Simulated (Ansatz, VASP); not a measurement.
# Na in VASP and in Ansatz

Contents of INCAR:

```
PREC = Accurate
ENCUT = 600
EDIFF = 1E-6
ISMEAR = -1
SIGMA = 0.05
LREAL = False
LASPH = True
NELM = 80
ALGO = Normal
ISIF = 3
LWAVE = False
LCHARG = False
GGA = RP
IBRION = 2
NSW = 60
EDIFFG = -0.01
```

The input KPOINTS:

```
Automatic mesh
0
Gamma
  9 9 9
```

The input POSCAR:

```
Na
1.0
   -2.1410000000      2.1410000000      2.1410000000
    2.1410000000     -2.1410000000      2.1410000000
    2.1410000000      2.1410000000     -2.1410000000
Na
1
Direct
    0.0000000000      0.0000000000      0.0000000000
```

input.yaml

```yaml
crystal:
  lattice:
    - [-2.141, 2.141, 2.141]
    - [2.141, -2.141, 2.141]
    - [2.141, 2.141, -2.141]
  atoms:
    - { symbol: Na, position: [0.0, 0.0, 0.0] }
hamiltonian:
  xc: rpbe
  pseudopotentials: { kind: paw }
kpoints:
  mp_grid: { grid: [9, 9, 9] }
scf:
  occupations: { method: fermi_dirac, width: 0.05 }
output:
  forces: true
  stress: true
  eigenvalues: true
relax:
  f_tol: 0.01
  max_steps: 40
  cell: { stress_tol: 0.05 }
```

Alike in both runs: task relaxation of cell and atoms; functional RPBE; k mesh 9 × 9 × 9; occupations fermi-dirac, width 0.05 eV; no spin polarisation.

```csv
,VASP,Ansatz
version,VASP 6.6.1,Ansatz 0.2.0
potentials or method,"VASP PAW PBE potentials, release 64 (Na_pv)",Ansatz PAW
plane-wave cutoff (eV),600,420
valence electrons in the cell,7,9
```

|  | VASP | Ansatz | Ansatz less VASP |
| --- | --- | --- | --- |
| gap on the k mesh at the Fermi level, each at its own relaxed structure (eV) | none | none | - |
| relaxed volume (Å³/atom) | 39.32 | 39.26 | -0.062 |
| relaxed cell length with the largest relative difference (Å) | 3.710 | 3.708 | -0.0020 |

VASP's potentials were made for PBE, not for RPBE. A gap of «none» marks a metal or a gap that the smearing closes. VASP's potentials hold 7 valence electrons a cell and Ansatz's 9, so a difference there can come from the potentials and not from the codes.

Noted on Ansatz's run: the plane-wave basis is chosen anew once the cell has moved, so the energies of steps on either side of that aren't comparable.
